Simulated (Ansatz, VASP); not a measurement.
YGe in VASP and in Ansatz

File INCAR:

```
SYSTEM = YGe
PREC = Accurate ; ENCUT = 520
EDIFF = 1E-7 ; ISMEAR = 0
SIGMA = 0.025 ; LREAL = .False.
LASPH = .True. ; NELM = 80
ALGO = Normal ; ISIF = 2
LWAVE = .False. ; LCHARG = .False.
NBANDS = 33
```

File KPOINTS:

```
regular mesh
0
Gamma
  7 7 7
  0 0 0
```

File POSCAR:

```
YGe
1.0
    5.7739300000      0.0000000000      0.0000000000
   -4.1857294375      3.9771769788      0.0000000000
    0.0000000000      0.0000000000      3.9545990000
Y Ge
2 2
Direct
    0.1386060000      0.8613940000      0.2500000000
    0.8613940000      0.1386060000      0.7500000000
    0.4156180000      0.5843820000      0.2500000000
    0.5843820000      0.4156180000      0.7500000000
```

Input for Ansatz:

```yaml
crystal:
  lattice:
    a: 5.77393
    b: 5.77393
    c: 3.954599
    alpha: 90.0
    beta: 90.0
    gamma: 136.46352
  atoms:
    - { symbol: "Y", position: [0.138606, 0.861394, 0.25] }
    - { symbol: "Y", position: [0.861394, 0.138606, 0.75] }
    - { symbol: Ge, position: [0.415618, 0.584382, 0.25] }
    - { symbol: Ge, position: [0.584382, 0.415618, 0.75] }
kpoints:
  mp_grid:
    grid: [7, 7, 7]
    shift: [0.0, 0.0, 0.0]
hamiltonian:
  xc: lda
scf:
  algorithm: direct_min
  convergence:
    dr2_threshold: 1.0e-09
  lower_state_search: "off"
  occupations:
    method: gaussian
    width: 0.025
  eigensolver:
    kind: davidson
    mixed_precision: false
output:
  forces: true
  stress: true
```

Alike in both runs: task single point; functional LDA; k mesh 7 × 7 × 7; occupations gaussian, width 0.025 eV; no spin polarisation.

|  | VASP | Ansatz |
| --- | --- | --- |
| version | VASP 6.6.1 | Ansatz 0.2.0 |
| potentials or method | VASP PAW LDA potentials, release 64 (Y_sv, Ge_d) | plane waves, PAW |
| plane-wave cutoff (eV) | 520 | 420 |
| valence electrons in the cell | 50 | 50 |

|  | VASP | Ansatz | Ansatz less VASP |
| --- | --- | --- | --- |
| gap on the k mesh at the Fermi level (eV) | none | none | - |
| pressure (GPa) | -4.7 | -4.8 | -0.06 |
| traceless stress, the component that is largest in VASP (GPa) | 0.31 | 0.31 | -0.001 |
| rms of the force components (eV/Å) | 0.041 | 0.041 | -0.0001 |

LDA's correlation is that of Perdew and Zunger in VASP and of Perdew and Wang (1992) in Ansatz. Atom by atom the forces differ by 0.001 eV/Å (rms over components). A gap of «none» marks a metal or a gap that the smearing closes. Ansatz's warnings: stress scf threshold loose.
